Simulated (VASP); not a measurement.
Runs of VASP 6.6.1 on Ta. The structure is that of space group P6_3/mmc (No. 194), or close to it. The cells are those of the table. This isn't the form of Ta at room conditions, which is bcc.

| cell | gap on the mesh (eV) | pressure (GPa) |
| --- | --- | --- |
| a = 2.848, b = 2.848, c = 5.073 Å, angles 90.0, 90.0, 120.0°, 2 atoms | none | 8.3 |
| a = 2.821, b = 2.821, c = 5.025 Å, angles 90.0, 90.0, 120.0°, 2 atoms | none | 15.4 |
| a = 2.926, b = 2.926, c = 5.212 Å, angles 90.0, 90.0, 120.0°, 2 atoms | none | -8.0 |
| a = 2.874, b = 2.874, c = 5.120 Å, angles 90.0, 90.0, 120.0°, 2 atoms | none | (a) |
| a = 2.900, b = 2.900, c = 5.166 Å, angles 90.0, 90.0, 120.0°, 2 atoms | none | (b) |
| a = 2.951, b = 2.951, c = 5.257 Å, angles 90.0, 90.0, 120.0°, 2 atoms | none | -12.1 |
| a = 2.976, b = 2.976, c = 5.301 Å, angles 90.0, 90.0, 120.0°, 2 atoms | none | -15.7 |

Alike in all rows: task single point; level r2SCAN; potentials or basis VASP PAW PBE potentials, release 64 (Ta_pv); no spin polarisation; k mesh 11 × 11 × 6; cutoff (eV) 520; smearing methfessel-paxton 0.1 eV.

**Question.** Fill in the values left out.

**Answer.** (a) 2.2; (b) -3.2.

Caveats: the PAW data sets were made with another functional, which shifts forces and pressure a little; spin-orbit coupling is left out, which moves the levels of the heavy elements; the cell stands under tension (at least some runs); the cell stands under pressure (at least some runs).

A k mesh can miss the band edges, and the runs leave out spin-orbit coupling on Ta.

A gap of «none» marks levels without a gap at the run's occupations.
